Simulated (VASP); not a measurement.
# Sn3Se (Fm-3m) in VASP: further runs, part 2 of 2

VASP 6.6.1. Earlier steps stand in the parts before.

**3. Single point, r2SCAN**

This run uses another cell than the first one, of 24.97 Å³/atom, 1.021 times its volume.

Input file POSCAR:

```
Sn3Se
1.0
    0.0000000000      3.6826840043      3.6826840043
    3.6826840043      0.0000000000      3.6826840043
    3.6826840043      3.6826840043      0.0000000000
Sn Se
3 1
Direct
    0.5000000000      0.5000000000      0.5000000000
    0.7500000000      0.7500000000      0.7500000000
    0.2500000000      0.2500000000      0.2500000000
    0.0000000000      0.0000000000      0.0000000000
```

Input file INCAR.step1:

```
SYSTEM = Sn3Se
PREC = Accurate ; ENCUT = 520
ISMEAR = -1 ; SIGMA = 0.05
LREAL = .False. ; LASPH = .True.
NELM = 100 ; NBANDS = 32
GGA = PE ; ALGO = Normal
EDIFF = 1E-4 ; LWAVE = .True.
LCHARG = .False.
```

Input file INCAR.step2:

```
SYSTEM = Sn3Se
PREC = Accurate ; ENCUT = 520
EDIFF = 1E-6 ; ISMEAR = -1
SIGMA = 0.05 ; LREAL = .False.
LASPH = .True. ; NELM = 100
ALGO = Normal ; ISIF = 2
LWAVE = .False. ; LCHARG = .False.
METAGGA = R2SCAN ; LMIXTAU = .True.
NBANDS = 32 ; ISTART = 1
```

Input file KPOINTS:

```
regular mesh
0
Gamma
  6 6 6
  0 0 0
```

Potentials or basis: VASP PAW PBE potentials, release 64 (Sn_d, Se).

Launch:

```console
> cat potpaw_PBE.64/Sn_d/POTCAR potpaw_PBE.64/Se/POTCAR > POTCAR
> cp INCAR.step1 INCAR
> mpirun -np 1 vasp_std > vasp.out
> cp INCAR.step2 INCAR
> mpirun -np 1 vasp_std > vasp.out
```

OUTCAR:

```text
SYSTEM = Sn3Se
   PREC = Accurate
   ENCUT = 520
   EDIFF = 1E-6
   ISMEAR = -1
   LREAL = .False.
   LASPH = .True.
   NELM = 100
   ISIF = 2
   METAGGA = R2SCAN
   ISTART = 1

 ion  position               nearest neighbor table
   1  0.500  0.500  0.500-   3 3.19   3 3.19   3 3.19   2 3.19   2 3.19   2 3.19   3 3.19   2 3.19

   2  0.750  0.750  0.750-   1 3.19   1 3.19   1 3.19   4 3.19   4 3.19   4 3.19   4 3.19   1 3.19
                             3 3.68   3 3.68   3 3.68   3 3.68   3 3.68   3 3.68
   3  0.250  0.250  0.250-   4 3.19   4 3.19   4 3.19   1 3.19   1 3.19   1 3.19   4 3.19   1 3.19
                             2 3.68   2 3.68   2 3.68   2 3.68   2 3.68   2 3.68
   4  0.000  0.000  0.000-   2 3.19   2 3.19   2 3.19   3 3.19   3 3.19   3 3.19   3 3.19   2 3.19

  LATTYP: Found a face centered cubic cell.
 ALAT       =     7.3653680086

  Lattice vectors:

 A1 = (   0.0000000000,   3.6826840043,   3.6826840043)
 A2 = (   3.6826840043,   0.0000000000,   3.6826840043)
 A3 = (   3.6826840043,   3.6826840043,   0.0000000000)

Analysis of symmetry for initial positions (statically):
=====================================================================
 Subroutine PRICEL returns:
 Original cell was already a primitive cell.

 Routine SETGRP: Setting up the symmetry group for a
 face centered cubic supercell.

 Subroutine GETGRP returns: Found 48 space group operations
 (whereof 48 operations were pure point group operations)
 out of a pool of 48 trial point group operations.

The static configuration has the point symmetry O_h .

Analysis of symmetry for dynamics (positions and initial velocities):
=====================================================================
 Subroutine PRICEL returns:
 Original cell was already a primitive cell.

 Routine SETGRP: Setting up the symmetry group for a
 face centered cubic supercell.
[... 115 lines left out ...]
   ISMEAR =    -1;   SIGMA  =   0.05  broadening in eV -4-tet -1-fermi 0-gaus
   EFERMI_NEDOS =   21; number of points for ismear=-14 and -15
   IALGO  =     38    algorithm
   IMIX   =      4    mixing-type and parameters
     AMIX     =   0.40;   BMIX     =  1.00
     AMIX_MAG =   1.60;   BMIX_MAG =  1.00
  volume/ion in A,a.u.               =      24.97       168.52
  Fermi-wavevector in a.u.,A,eV,Ry     =   1.282274  2.423146 22.371056  1.644226
  Thomas-Fermi vector in A             =   2.414595
   LORBIT       =      0    0 simple, 1 ext, 2 COOP (PROOUT), +10 PAW based schemes
   METAGGA = R2SCAN    functional components
   LHFCALC =     F    Hartree Fock is set to
   AEXX    =    0.0000 exact exchange contribution
   IVDW    =     0    specifies the selected vdW correction
   LEPSILON=     F    determine dielectric tensor
   LRPA    =     F    only Hartree local field effects (RPA)
 non-spin polarized calculation
  energy-cutoff  :      520.00
  volume of cell :       99.89
 maximum number of plane-waves:      2733
   NGX = 19   NGY = 19   NGZ = 19

 number of electron      47.9999997 magnetization

 Free energy of the ion-electron system (eV)
  ---------------------------------------------------
  ext. energy  EPLUGINS =         0.00000000
  ---------------------------------------------------
  free energy    TOTEN  =       -87.85283843 eV

  energy without entropy =      -87.82786417  energy(sigma->0) =      -87.84035130

 E-fermi :   7.5895     XC(G=0): -11.2437

 val. band max:        7.5843385334   @ k =  -0.3333   0.3333   0.1667
 cond. band min:       7.5895392735   @ k =   0.5000   0.3333   0.1667
 fundamental gap:      0.0052007401
 Fermi energy:         7.5895259390

 k-point     1 :       0.0000    0.0000    0.0000
  band No.  band energies     occupation
      1     -14.7582      2.00000
      2     -14.7582      2.00000
      3     -14.7238      2.00000
      4     -14.7238      2.00000
      5     -14.7238      2.00000
      6     -14.7044      2.00000
[... 549 lines left out ...]
     31      13.0913      0.00000
     32      15.5795      0.00000

------------------------ aborting loop because EDIFF is reached ----------------------------------------

  FORCE on cell =-STRESS in cart. coord.  units (eV):
  Direction    XX          YY          ZZ          XY          YZ          ZX
  --------------------------------------------------------------------------------------
  -------------------------------------------------------------------------------------
  Total        0.5440434      0.5440434      0.5440434      0.0000000      0.0000000     -0.0000000
  in kB        8.7261113      8.7261113      8.7261113      0.0000000      0.0000000     -0.0000000
  external PRESSURE =       8.7261113 kB  Pullay stress =       0.0000000 kB

 VOLUME and BASIS-vectors are now :
 -----------------------------------------------------------------------------
  energy-cutoff  :      520.00
  volume of cell :       99.89
      direct lattice vectors                 reciprocal lattice vectors
     0.000000000  3.682684004  3.682684004    -0.135770541  0.135770541  0.135770541
     3.682684004  0.000000000  3.682684004     0.135770541 -0.135770541  0.135770541
     3.682684004  3.682684004  0.000000000     0.135770541  0.135770541 -0.135770541

 POSITION                                       TOTAL-FORCE (eV/Angst)
 -----------------------------------------------------------------------------------
      3.68268      3.68268      3.68268        -0.000000     -0.000000     -0.000000
      5.52403      5.52403      5.52403         0.000000      0.000000      0.000000
      1.84134      1.84134      1.84134        -0.000000     -0.000000     -0.000000
      0.00000      0.00000      0.00000        -0.000000     -0.000000     -0.000000
 -----------------------------------------------------------------------------------
    total drift:                               -0.000000     -0.000000      0.000000

  FREE ENERGIE OF THE ION-ELECTRON SYSTEM (eV)
  ---------------------------------------------------
  free  energy   TOTEN  =       -87.8528384278 eV

  energy  without entropy=      -87.8278641674  energy(sigma->0) =      -87.84035130
```

OUTCAR.step1:

```text
SYSTEM = Sn3Se
   PREC = Accurate
   ENCUT = 520
   ISMEAR = -1
   LREAL = .False.
   LASPH = .True.
[... 779 lines left out ...]
      5.52403      5.52403      5.52403         0.000000     -0.000000      0.000000
      1.84134      1.84134      1.84134        -0.000000     -0.000000     -0.000000
      0.00000      0.00000      0.00000        -0.000000      0.000000      0.000000
 -----------------------------------------------------------------------------------
    total drift:                               -0.000000     -0.000000      0.000000

  FREE ENERGIE OF THE ION-ELECTRON SYSTEM (eV)
  ---------------------------------------------------
  free  energy   TOTEN  =       -14.8347155185 eV

  energy  without entropy=      -14.8061721922  energy(sigma->0) =      -14.82044386
```

OSZICAR.step1:

```text
N       E                     dE             d eps       ncg     rms          rms(c)
DAV:   1     0.449670163487E+03    0.44967E+03   -0.23932E+04  1056   0.227E+03
DAV:   2     0.435672171111E+02   -0.40610E+03   -0.39426E+03  1032   0.554E+02
DAV:   3    -0.124711694448E+02   -0.56038E+02   -0.54310E+02  1240   0.174E+02
DAV:   4    -0.149486986353E+02   -0.24775E+01   -0.24673E+01  1104   0.392E+01
DAV:   5    -0.150238482148E+02   -0.75150E-01   -0.75145E-01  1416   0.708E+00    0.366E+00
DAV:   6    -0.148398701979E+02    0.18398E+00   -0.30554E-01  1352   0.773E+00    0.218E+00
DAV:   7    -0.148366347267E+02    0.32355E-02   -0.10508E-01  1232   0.270E+00    0.108E+00
DAV:   8    -0.148349143211E+02    0.17204E-02   -0.16401E-02  1136   0.989E-01    0.187E-01
DAV:   9    -0.148346955035E+02    0.21882E-03   -0.13310E-03  1200   0.254E-01    0.602E-02
DAV:  10    -0.148347155185E+02   -0.20015E-04   -0.24753E-04   832   0.187E-01
   1 F= -.14834716E+02 E0= -.14820444E+02  d E =-.285433E-01
```

Run time: 92 s. Hardware: 1 thread of Intel Xeon 6975P-C (Granite Rapids), shared host; peak memory 0.27 GiB.

Results:

- Free energy: -87.8528 eV
- Pressure: 0.9 GPa
- Band gap on the k mesh: zero (band 24 reaches 8.23 eV, above the bottom of band 25 at 6.21 eV)

Caveat: the PAW data sets were made with another functional, which shifts forces and pressure a little; spin-orbit coupling is left out, which moves the levels of the heavy elements.

**4. Single point, r2SCAN**

This run uses another cell than the first one, of 25.49 Å³/atom, 1.043 times its volume.

Input file POSCAR:

```
Sn3Se
1.0
    0.0000000000      3.7080826276      3.7080826276
    3.7080826276      0.0000000000      3.7080826276
    3.7080826276      3.7080826276      0.0000000000
Sn Se
3 1
Direct
    0.5000000000      0.5000000000      0.5000000000
    0.7500000000      0.7500000000      0.7500000000
    0.2500000000      0.2500000000      0.2500000000
    0.0000000000      0.0000000000      0.0000000000
```

Input file INCAR.step1:

```
SYSTEM = Sn3Se
ALGO = Normal
EDIFF = 1E-4
ENCUT = 520
GGA = PE
ISMEAR = -1
LASPH = .True.
LCHARG = .False.
LREAL = .False.
LWAVE = .True.
NBANDS = 32
NELM = 80
PREC = Accurate
SIGMA = 0.05
```

Input file INCAR.step2:

```
SYSTEM = Sn3Se
ALGO = Normal
EDIFF = 1E-6
ENCUT = 520
ISIF = 2
ISMEAR = -1
ISTART = 1
LASPH = .True.
LCHARG = .False.
LMIXTAU = .True.
LREAL = .False.
LWAVE = .False.
METAGGA = R2SCAN
NBANDS = 32
NELM = 80
PREC = Accurate
SIGMA = 0.05
```

Input file KPOINTS:

```
k-points
0
Gamma
  6 6 6
  0 0 0
```

Launch:

```console
> cat potpaw_PBE.64/Sn_d/POTCAR potpaw_PBE.64/Se/POTCAR > POTCAR
> cp INCAR.step1 INCAR
> mpirun -np 1 vasp_std > vasp.out
> cp INCAR.step2 INCAR
> mpirun -np 1 vasp_std > vasp.out
```

Run time: 91 s. Hardware: 1 thread of Intel Xeon 6975P-C (Granite Rapids), shared host; peak memory 0.26 GiB.

The run converged. Its results:

```yaml
Free_energy: -87.8574 eV
Pressure: -0.3 GPa
Band_gap_on_the_k_mesh: zero (band 24 reaches 7.96 eV, above the bottom of band 25 at 6.02 eV)
```

Levels at points of the mesh, in eV from the Fermi level:
```csv
k point,band 21,band 22,band 23,band 24,band 25,band 26,band 27,band 28
"(0.00, 0.00, 0.00)",-3.05,-2.63,-1.32,-1.32,-1.32,-0.66,-0.66,-0.66
"(0.50, 0.00, 0.00)",-3.57,-2.30,-2.30,-0.86,0.52,2.27,2.27,3.84
"(0.50, 0.50, 0.00)",-5.11,-0.31,0.43,0.43,1.36,2.91,2.91,3.62
```

Caveat: the PAW data sets were made with another functional, which shifts forces and pressure a little; spin-orbit coupling is left out, which moves the levels of the heavy elements.

**5. Single point, r2SCAN**

This run uses another cell than the first one, of 26.53 Å³/atom, 1.085 times its volume.

Input file POSCAR:

```
Sn3Se
1.0
    0.0000000000      3.7578614887      3.7578614887
    3.7578614887      0.0000000000      3.7578614887
    3.7578614887      3.7578614887      0.0000000000
Sn Se
3 1
Direct
    0.5000000000      0.5000000000      0.5000000000
    0.7500000000      0.7500000000      0.7500000000
    0.2500000000      0.2500000000      0.2500000000
    0.0000000000      0.0000000000      0.0000000000
```

Input file INCAR.step1:

```
SYSTEM = Sn3Se
PREC = Accurate ; ENCUT = 520
ISMEAR = -1 ; SIGMA = 0.05
LREAL = .False. ; LASPH = .True.
NELM = 60 ; NBANDS = 32
GGA = PE ; ALGO = Normal
EDIFF = 1E-4 ; LWAVE = .True.
LCHARG = .False.
```

Input file INCAR.step2:

```
SYSTEM = Sn3Se
PREC = Accurate ; ENCUT = 520
EDIFF = 1E-6 ; ISMEAR = -1
SIGMA = 0.05 ; LREAL = .False.
LASPH = .True. ; NELM = 60
ALGO = Normal ; ISIF = 2
LWAVE = .False. ; LCHARG = .False.
METAGGA = R2SCAN ; LMIXTAU = .True.
NBANDS = 32 ; ISTART = 1
```

Input file KPOINTS:

```
regular mesh
0
Gamma
  6 6 6
  0 0 0
```

Launch:

```console
> cat potpaw_PBE.64/Sn_d/POTCAR potpaw_PBE.64/Se/POTCAR > POTCAR
> cp INCAR.step1 INCAR
> mpirun -np 1 vasp_std > vasp.out
> cp INCAR.step2 INCAR
> mpirun -np 1 vasp_std > vasp.out
```

It took 83 s on 1 thread of Intel Xeon 6975P-C (Granite Rapids), shared host; peak memory 0.27 GiB.

Results (log left out):

| Property | Result |
| --- | --- |
| Free energy | -87.8252 eV |
| Pressure | -2.3 GPa |
| Band gap on the k mesh | zero (band 24 reaches 7.46 eV, above the bottom of band 25 at 5.66 eV) |

Levels at points of the mesh, in eV from the Fermi level:
```csv
k point,band 22,band 23,band 24,band 25,band 26,band 27
"(0.00, 0.00, 0.00)",-2.86,-1.22,-1.22,-1.22,-0.61,-0.61
"(0.50, 0.00, 0.00)",-2.17,-2.17,-0.91,0.43,2.20,2.20
"(0.50, 0.50, 0.00)",-0.38,0.40,0.40,1.23,2.82,2.82
```

Caveat: the PAW data sets were made with another functional, which shifts forces and pressure a little; spin-orbit coupling is left out, which moves the levels of the heavy elements.

**6. The runs side by side**

| cell | gap on the mesh (eV) | pressure (GPa) |
| --- | --- | --- |
| a = 5.172 Å, angles 60.0°, 4 atoms | none | 2.2 |
| a = 5.208 Å, angles 60.0°, 4 atoms | none | 0.9 |
| a = 5.244 Å, angles 60.0°, 4 atoms | none | -0.3 |
| a = 5.314 Å, angles 60.0°, 4 atoms | none | -2.3 |

Alike in all rows: task single point; level r2SCAN; potentials or basis VASP PAW PBE potentials, release 64 (Sn_d, Se); no spin polarisation; k mesh 6 × 6 × 6; cutoff (eV) 520; smearing fermi-dirac 0.05 eV.

Caveats: the PAW data sets were made with another functional, which shifts forces and pressure a little; spin-orbit coupling is left out, which moves the levels of the heavy elements.

Absolute energies hang on the potentials; compare differences alone.
